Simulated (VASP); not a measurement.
# CsSc (R-3m) in VASP: further runs

The runs below take CsSc through single point, with PBE.

Program: VASP 6.6.1. These are calculated values, not measurements. Logs are shortened: lines on timing, memory, paths and dates and some standing lists are left out, and cuts for length are marked.

## (1) The cell of the first run

The structure is trigonal, space group R-3m (No. 166). The conventional cell has a = 3.571 Å, b = 3.571 Å, c = 17.063 Å, α = 90.00°, β = 90.00°, γ = 120.00°. Within 4.6 Å of Cs (site symmetry -3m) lie 6 Sc at 3.51 Å and 6 Cs at 3.57 Å. Sc (site symmetry -3m) has 6 Cs at 3.51 Å and 6 Sc at 3.57 Å within 4.6 Å.

## (2) Single point, PBE

File INCAR:

```
SYSTEM = CsSc
ALGO = Normal
EDIFF = 1E-7
ENCUT = 520
GGA = PE
ISIF = 2
ISMEAR = 0
LASPH = .TRUE.
LCHARG = .TRUE.
LELF = .TRUE.
LREAL = .FALSE.
LVHAR = .TRUE.
LWAVE = .FALSE.
NBANDS = 17
NELM = 100
PREC = Accurate
SIGMA = 0.1
```

File KPOINTS:

```
k-points
0
G
  6 6 6
  0 0 0
```

File POSCAR:

```
CsSc
1.0
    1.7856213185      1.0309289489      5.6875345700
   -1.7856213185      1.0309289489      5.6875345700
    0.0000000000     -2.0618578978      5.6875345700
Cs Sc
1 1
Direct
    0.0000000000      0.0000000000      0.0000000000
    0.5000000000      0.5000000000      0.5000000000
```

Potentials or basis: VASP PAW PBE potentials, release 64 (Cs_sv, Sc_sv).

Launch:

```console
cat potpaw_PBE.64/Cs_sv/POTCAR potpaw_PBE.64/Sc_sv/POTCAR > POTCAR
mpirun -np 1 vasp_std > vasp.out
```

OUTCAR:

```text
SYSTEM = CsSc
   EDIFF = 1E-7
   ENCUT = 520
   GGA = PE
   ISIF = 2
   ISMEAR = 0
   LASPH = .TRUE.
   LREAL = .FALSE.
   NELM = 100
   PREC = Accurate

 ion  position               nearest neighbor table
   1  0.000  0.000  0.000-
   2  0.500  0.500  0.500-

  LATTYP: Found a trigonal (rhomboedric) cell.
 ALAT       =     6.0497361493
 COS(alpha) =     0.8257648184

  Lattice vectors:

 A1 = (   1.7856213185,   1.0309289489,   5.6875345700)
 A2 = (  -1.7856213185,   1.0309289489,   5.6875345700)
 A3 = (   0.0000000000,  -2.0618578978,   5.6875345700)

Analysis of symmetry for initial positions (statically):
=====================================================================
 Subroutine PRICEL returns:
 Original cell was already a primitive cell.

 Routine SETGRP: Setting up the symmetry group for a
 trigonal (rhombohedral) supercell.

 Subroutine GETGRP returns: Found 12 space group operations
 (whereof 12 operations were pure point group operations)
 out of a pool of 12 trial point group operations.

The static configuration has the point symmetry D_3d.

Analysis of symmetry for dynamics (positions and initial velocities):
=====================================================================
 Subroutine PRICEL returns:
 Original cell was already a primitive cell.

 Routine SETGRP: Setting up the symmetry group for a
 trigonal (rhombohedral) supercell.

 Subroutine GETGRP returns: Found 12 space group operations
 (whereof 12 operations were pure point group operations)
 out of a pool of 12 trial point group operations.

The dynamic configuration has the point symmetry D_3d.

 Subroutine INISYM returns: Found 12 space group operations
 (whereof 12 operations are pure point group operations),
 and found     1 'primitive' translations

----------------------------------------------------------------------------------------

                                     Primitive cell

  volume of cell :      62.8193

  direct lattice vectors                    reciprocal lattice vectors
     1.785621319  1.030928949  5.687534570     0.280014578  0.161666492  0.058607702
    -1.785621319  1.030928949  5.687534570    -0.280014578  0.161666492  0.058607702
     0.000000000 -2.061857898  5.687534570     0.000000000 -0.323332984  0.058607702

  length of vectors
     6.049736149  6.049736149  6.049736149     0.328601706  0.328601706  0.328601706

  position of ions in fractional coordinates (direct lattice)
     0.000000000  0.000000000  0.000000000
     0.500000000  0.500000000  0.500000000

[... 77 lines left out ...]
   LREAL  =      F    real-space projection
   EDIFFG = 0.1E-05   stopping-criterion for IOM
   NSW    =      0    number of steps for IOM
   IBRION =     -1    ionic relax: 0-MD 1-quasi-New 2-CG
   NFREE  =      0    steps in history (QN), initial steepest desc. (CG)
   ISIF   =      2    stress and relaxation
   ISYM   =      2    0-nonsym 1-usesym 2-fastsym
   POTIM  = 0.5000    time-step for ionic-motion
   TEBEG  =    0.0;   TEEND  =   0.0 temperature during run
   PSTRESS=    0.0 pullay stress
   NELECT =      20.0000    total number of electrons
   NUPDOWN=      -1.0000    fix difference up-down
   EMIN   =  10.00;   EMAX   =-10.00  energy-range for DOS
   EFERMI =   0.00;   METHOD = LEGACY
   ISMEAR =     0;   SIGMA  =   0.10  broadening in eV -4-tet -1-fermi 0-gaus
   EFERMI_NEDOS =   21; number of points for ismear=-14 and -15
   IALGO  =     38    algorithm
   IMIX   =      4    mixing-type and parameters
     AMIX     =   0.40;   BMIX     =  1.00
     AMIX_MAG =   1.60;   BMIX_MAG =  1.00
  volume/ion in A,a.u.               =      31.41       211.96
  Fermi-wavevector in a.u.,A,eV,Ry     =   1.117859  2.112447 17.001959  1.249609
  Thomas-Fermi vector in A             =   2.254485
   LORBIT       =      0    0 simple, 1 ext, 2 COOP (PROOUT), +10 PAW based schemes
   GGA     = PE    functional components
   LHFCALC =     F    Hartree Fock is set to
   AEXX    =    0.0000 exact exchange contribution
   IVDW    =     0    specifies the selected vdW correction
   LEPSILON=     F    determine dielectric tensor
   LRPA    =     F    only Hartree local field effects (RPA)
 non-spin polarized calculation
 Gauss-broadening in eV      SIGMA  =   0.10
  energy-cutoff  :      520.00
  volume of cell :       62.82
 maximum number of plane-waves:      1713
 NGX is ok and might be reduce to    48
   NGX = 23   NGY = 23   NGZ = 23

 number of electron      20.0000001 magnetization

 Free energy of the ion-electron system (eV)
  ---------------------------------------------------
  ext. energy  EPLUGINS =         0.00000000
  ---------------------------------------------------
  free energy    TOTEN  =        -4.97582532 eV

  energy without entropy =       -4.95002066  energy(sigma->0) =       -4.96292299

 E-fermi :   4.3206     XC(G=0):  -9.5059

 val. band max:        4.3198824575   @ k =  -0.3333   0.3333   0.1667
 cond. band min:       4.3319630809   @ k =  -0.1667   0.1667   0.1667
 fundamental gap:      0.0120806234
 Fermi energy:         4.3205749439

 k-point     1 :       0.0000    0.0000    0.0000
  band No.  band energies     occupation
      1     -45.7811      2.00000
      2     -24.5783      2.00000
      3     -24.2657      2.00000
      4     -24.2657      2.00000
      5     -19.3327      2.00000
      6      -6.3009      2.00000
[... 457 lines left out ...]
      4     -24.3104      2.00000
      5     -18.7312      2.00000
      6      -7.2370      2.00000
[... 9 lines left out ...]
     16       7.8413      0.00000
     17       8.5832      0.00000

 [... further k-points ...]

------------------------ aborting loop because EDIFF is reached ----------------------------------------

  FORCE on cell =-STRESS in cart. coord.  units (eV):
  Direction    XX          YY          ZZ          XY          YZ          ZX
  --------------------------------------------------------------------------------------
  -------------------------------------------------------------------------------------
  Total        0.6763222      0.6763222      3.1346706      0.0000000      0.0000000      0.0000000
  in kB       17.2492749     17.2492749     79.9482735      0.0000000      0.0000000      0.0000000
  external PRESSURE =      38.1489411 kB  Pullay stress =       0.0000000 kB

 VOLUME and BASIS-vectors are now :
 -----------------------------------------------------------------------------
  energy-cutoff  :      520.00
  volume of cell :       62.82
      direct lattice vectors                 reciprocal lattice vectors
     1.785621319  1.030928949  5.687534570     0.280014578  0.161666492  0.058607702
    -1.785621319  1.030928949  5.687534570    -0.280014578  0.161666492  0.058607702
     0.000000000 -2.061857898  5.687534570     0.000000000 -0.323332984  0.058607702

 POSITION                                       TOTAL-FORCE (eV/Angst)
 -----------------------------------------------------------------------------------
      0.00000      0.00000      0.00000        -0.000000     -0.000000      0.000000
      0.00000      0.00000      8.53130         0.000000      0.000000     -0.000000
 -----------------------------------------------------------------------------------
    total drift:                                0.000000      0.000000     -0.000000

  FREE ENERGIE OF THE ION-ELECTRON SYSTEM (eV)
  ---------------------------------------------------
  free  energy   TOTEN  =        -4.9758253151 eV

  energy  without entropy=       -4.9500206639  energy(sigma->0) =       -4.96292299
```

OSZICAR:

```text
N       E                     dE             d eps       ncg     rms          rms(c)
DAV:   1     0.194884832287E+03    0.19488E+03   -0.10019E+04  1088   0.114E+03
DAV:   2     0.939939407775E+01   -0.18549E+03   -0.18113E+03  1137   0.331E+02
DAV:   3    -0.533756389299E+01   -0.14737E+02   -0.14420E+02  1626   0.912E+01
DAV:   4    -0.589002122167E+01   -0.55246E+00   -0.55021E+00  1445   0.178E+01
DAV:   5    -0.590265434595E+01   -0.12633E-01   -0.12629E-01  1599   0.237E+00    0.494E+00
DAV:   6    -0.509630693867E+01    0.80635E+00   -0.34227E+00  1529   0.140E+01    0.132E+00
DAV:   7    -0.499743807472E+01    0.98869E-01   -0.25414E-01  1414   0.220E+00    0.695E-01
DAV:   8    -0.497690649769E+01    0.20532E-01   -0.82284E-02  1401   0.172E+00    0.348E-01
DAV:   9    -0.497625810495E+01    0.64839E-03   -0.88997E-03  1668   0.988E-01    0.112E-01
DAV:  10    -0.497582903310E+01    0.42907E-03   -0.27586E-03  1412   0.397E-01    0.324E-02
DAV:  11    -0.497582811308E+01    0.92002E-06   -0.70170E-05  1541   0.628E-02    0.963E-03
DAV:  12    -0.497582595690E+01    0.21562E-05   -0.12296E-05  1513   0.189E-02    0.324E-03
DAV:  13    -0.497582541126E+01    0.54564E-06   -0.26209E-06  1645   0.107E-02    0.101E-03
DAV:  14    -0.497582526640E+01    0.14486E-06   -0.20497E-07   850   0.310E-03    0.364E-04
DAV:  15    -0.497582531507E+01   -0.48675E-07   -0.15991E-08   616   0.158E-03
   1 F= -.49758253E+01 E0= -.49629230E+01  d E =-.258047E-01
```

stdout:

```text
POSCAR found type information on POSCAR CsSc
 POSCAR found :  2 types and       2 ions
 scaLAPACK will be used
 LDA part: xc-table for (Slater+PW92), standard interpolation
 POSCAR, INCAR and KPOINTS ok, starting setup
 FFT: planning ... GRIDC
 FFT: planning ... GRID_SOFT
 FFT: planning ... GRID
 WAVECAR not read
 entering main loop
```

It took 50 s on 1 thread of Intel Xeon 6975P-C (Granite Rapids), shared host; peak memory 0.32 GiB.

Results:

| Property | Result |
| --- | --- |
| Free energy | -4.9758 eV |
| Pressure | 3.8 GPa |
| Band gap on the k mesh | zero (bands 10 and 11 overlap by 0.87 eV) |

Stress tensor (GPa, compression positive):
```
1.72 0.00 0.00
0.00 1.72 0.00
0.00 0.00 7.99
```

Levels at points of the mesh, in eV from the Fermi level:
| k point | band 6 | band 7 | band 8 | band 9 | band 10 | band 11 | band 12 | band 13 | band 14 | band 15 |
| --- | --- | --- | --- | --- | --- | --- | --- | --- | --- | --- |
| (0.00, 0.00, 0.00) | -10.62 | -8.73 | -8.73 | -3.69 | -0.32 | 1.16 | 1.16 | 1.59 | 1.59 | 2.23 |
| (0.50, 0.00, 0.00) | -11.93 | -9.96 | -9.49 | -0.72 | -0.59 | 0.08 | 0.78 | 1.22 | 1.63 | 1.68 |
| (0.50, 0.50, 0.00) | -11.89 | -9.91 | -9.48 | -1.84 | -0.76 | -0.53 | 1.20 | 1.27 | 1.98 | 2.81 |
| (0.50, 0.50, 0.50) | -10.85 | -8.74 | -8.74 | -2.20 | -0.34 | 1.13 | 1.29 | 1.29 | 1.88 | 1.90 |

Caveat: the cell stands under pressure; spin-orbit coupling is left out, which moves the levels of the heavy elements.

## (3) Single point, PBE

This run uses another cell than the first one, of 40.51 Å³/atom.

File INCAR:

```
PREC = Accurate ; ENCUT = 520
EDIFF = 1E-7 ; ISMEAR = 0
SIGMA = 0.1 ; LREAL = False
LASPH = True ; NELM = 60
ALGO = Fast ; ISIF = 2
LWAVE = False ; LCHARG = False
GGA = PE ; NBANDS = 17
```

File KPOINTS:

```
Automatic mesh
0
Gamma
  18 18 18
```

File POSCAR:

```
CsSc
1.0
    1.8252124631      1.0537869069      7.0198220360
   -1.8252124631      1.0537869069      7.0198220360
    0.0000000000     -2.1075738138      7.0198220360
Cs Sc
1 1
Direct
    0.0000000000      0.0000000000      0.0000000000
    0.5000000000      0.5000000000      0.5000000000
```

Potentials or basis: VASP PAW PBE potentials, release 64 (Cs_sv, Sc_sv).

Launch:

```console
cat potpaw_PBE.64/Cs_sv/POTCAR potpaw_PBE.64/Sc_sv/POTCAR > POTCAR
mpirun -np 1 vasp_std > vasp.out
```

OUTCAR:

```text
PREC = Accurate
   ENCUT = 520
   EDIFF = 1E-7
   ISMEAR = 0
   LREAL = False
   LASPH = True
   NELM = 60
   ISIF = 2
   GGA = PE

 ion  position               nearest neighbor table
   1  0.000  0.000  0.000-
   2  0.500  0.500  0.500-

  LATTYP: Found a trigonal (rhomboedric) cell.
 ALAT       =     7.3293771084
 COS(alpha) =     0.8759711514

  Lattice vectors:

 A1 = (   1.8252124631,   1.0537869069,   7.0198220360)
 A2 = (  -1.8252124631,   1.0537869069,   7.0198220360)
 A3 = (   0.0000000000,  -2.1075738138,   7.0198220360)

Analysis of symmetry for initial positions (statically):
=====================================================================
 Subroutine PRICEL returns:
 Original cell was already a primitive cell.

 Routine SETGRP: Setting up the symmetry group for a
 trigonal (rhombohedral) supercell.

 Subroutine GETGRP returns: Found 12 space group operations
 (whereof 12 operations were pure point group operations)
 out of a pool of 12 trial point group operations.

The static configuration has the point symmetry D_3d.
[... 158 lines left out ...]
  free energy    TOTEN  =        -5.32742540 eV

  energy without entropy =       -5.30719205  energy(sigma->0) =       -5.31730873

 E-fermi :   2.9441     XC(G=0):  -8.4688

 val. band max:        2.9433396815   @ k =   0.2778   0.1667   0.0556
 cond. band min:       2.9456441307   @ k =  -0.2778   0.0556  -0.0000
 fundamental gap:      0.0023044492
 Fermi energy:         2.9441321807

 k-point     1 :       0.0000    0.0000    0.0000
  band No.  band energies     occupation
      1     -47.6167      2.00000
      2     -26.3012      2.00000
      3     -26.1140      2.00000
      4     -26.1140      2.00000
      5     -20.8925      2.00000
      6      -7.6376      2.00000
[... 457 lines left out ...]
      4     -26.1259      2.00000
      5     -20.6543      2.00000
      6      -7.8044      2.00000
[... 9 lines left out ...]
     16       4.8365      0.00000
     17       6.6734      0.00000

 [... further k-points ...]

------------------------ aborting loop because EDIFF is reached ----------------------------------------

  FORCE on cell =-STRESS in cart. coord.  units (eV):
  Direction    XX          YY          ZZ          XY          YZ          ZX
  --------------------------------------------------------------------------------------
  -------------------------------------------------------------------------------------
  Total        0.0334199      0.0334199      0.0138646      0.0000000     -0.0000000      0.0000000
  in kB        0.6609546      0.6609546      0.2742051      0.0000000     -0.0000000      0.0000000
  external PRESSURE =       0.5320381 kB  Pullay stress =       0.0000000 kB

 VOLUME and BASIS-vectors are now :
 -----------------------------------------------------------------------------
  energy-cutoff  :      520.00
  volume of cell :       81.01
      direct lattice vectors                 reciprocal lattice vectors
     1.825212463  1.053786907  7.019822036     0.273940711  0.158159743  0.047484585
    -1.825212463  1.053786907  7.019822036    -0.273940711  0.158159743  0.047484585
     0.000000000 -2.107573814  7.019822036     0.000000000 -0.316319487  0.047484585

 POSITION                                       TOTAL-FORCE (eV/Angst)
 -----------------------------------------------------------------------------------
      0.00000      0.00000      0.00000        -0.000000     -0.000000     -0.000000
      0.00000      0.00000     10.52973         0.000000      0.000000      0.000000
 -----------------------------------------------------------------------------------
    total drift:                               -0.000000     -0.000000      0.000000

  FREE ENERGIE OF THE ION-ELECTRON SYSTEM (eV)
  ---------------------------------------------------
  free  energy   TOTEN  =        -5.3274254035 eV

  energy  without entropy=       -5.3071920533  energy(sigma->0) =       -5.31730873
```

stdout:

```text
POSCAR found type information on POSCAR CsSc
 POSCAR found :  2 types and       2 ions
 scaLAPACK will be used
 LDA part: xc-table for (Slater+PW92), standard interpolation
 POSCAR, INCAR and KPOINTS ok, starting setup
 FFT: planning ... GRIDC
 FFT: planning ... GRID_SOFT
 FFT: planning ... GRID
 WAVECAR not read
 entering main loop
 num prob RMM:  19    -0.532742531199E+01   -0.15173E-06   -0.26934E-06 22744   0.396E-03    0.135E-04
```

Run time: 35 min. Hardware: 1 thread of Intel Xeon 6975P-C (Granite Rapids), shared host; peak memory 1.1 GiB.

Results:

```yaml
Free_energy: -5.3274 eV
Pressure: 0.1 GPa
Band_gap_on_the_k_mesh: zero (bands 10 and 11 overlap by 0.43 eV)
```

Caveat: spin-orbit coupling is left out, which moves the levels of the heavy elements.
